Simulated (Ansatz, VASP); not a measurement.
## Two plane-wave programs on Ti4N3O

```
Ti N O
1.0
     4.25450    0.00000    0.00000
     0.00000    4.25450    0.00000
     0.00000    0.00000    4.25450
Ti N O
4 3 1
Direct
  0.00000 0.00000 0.00000
  0.50000 0.00000 0.50000
  0.00000 0.50000 0.50000
  0.50000 0.50000 0.00000
  0.00000 0.50000 0.00000
  0.50000 0.00000 0.00000
  0.00000 0.00000 0.50000
  0.50000 0.50000 0.50000
```

Alike in both runs: task single point; functional r2SCAN; k mesh 10 × 10 × 10; occupations gaussian, width 0.1 eV; no spin polarisation.

|  | VASP | Ansatz |
| --- | --- | --- |
| version | VASP 6.6.1 | Ansatz 0.2.0 |
| potentials or method | VASP PAW PBE potentials, release 64 (Ti_sv, N, O), cutoff 520 eV | scalar-relativistic, plane waves, PAW |
| valence electrons in the cell | 69 | 69 |

|  | VASP | Ansatz | Ansatz less VASP |
| --- | --- | --- | --- |
| gap on the k mesh at the Fermi level (eV) | none | none | - |
| pressure (GPa) | -1.6 | -3.2 | -1.59 |

VASP's potentials were made for PBE, not for r2SCAN. A gap of «none» marks a metal or a gap that the smearing closes. The functional is the same, so the differences come from potentials, cutoffs and numerics.
